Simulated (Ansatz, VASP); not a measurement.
**Two plane-wave programs on MoSe**

```
Mo Se
1.0
     0.00000    3.12345    3.12345
     3.12345    0.00000    3.12345
     3.12345    3.12345    0.00000
Mo Se
1 1
Cartesian
  0.0000 0.0000 0.0000
  1.5617 1.5617 1.5617
```

Alike in both runs: functional PBE; k mesh 12 × 12 × 12; occupations gaussian, width 0.1 eV; collinear spin; Hubbard terms Mo d U = 4.38 eV.

Ansatz relaxed the structure, and its values are those at the end. VASP's run is a single point on that final structure, the one shown.

```csv
,VASP,Ansatz
version,VASP 6.6.1,Ansatz 0.2.0
potentials or method,"VASP PAW PBE potentials, release 64 (Mo_sv, Se), cutoff 520 eV","scalar-relativistic, plane waves, PAW"
valence electrons in the cell,20,30
```

```tsv
	VASP	Ansatz	Ansatz less VASP
gap on the k mesh at the Fermi level (eV)	none	none	-
pressure (GPa)	-0.9	0.0	+0.87
net moment per atom (μB)	2.00	2.00	0.000
size of the moment on the site where the two differ most (μB)	3.62	3.20	-0.425
```

Site moments also hang on the region over which each program counts them. The programs project onto different local orbitals, so the same U acts differently, and such runs can settle in different states. A gap of «none» marks a metal or a gap that the smearing closes. VASP's potentials hold 20 valence electrons a cell and Ansatz's 30, so a difference there can come from the potentials and not from the codes. Ansatz's warnings: filled band counts differ across k points.
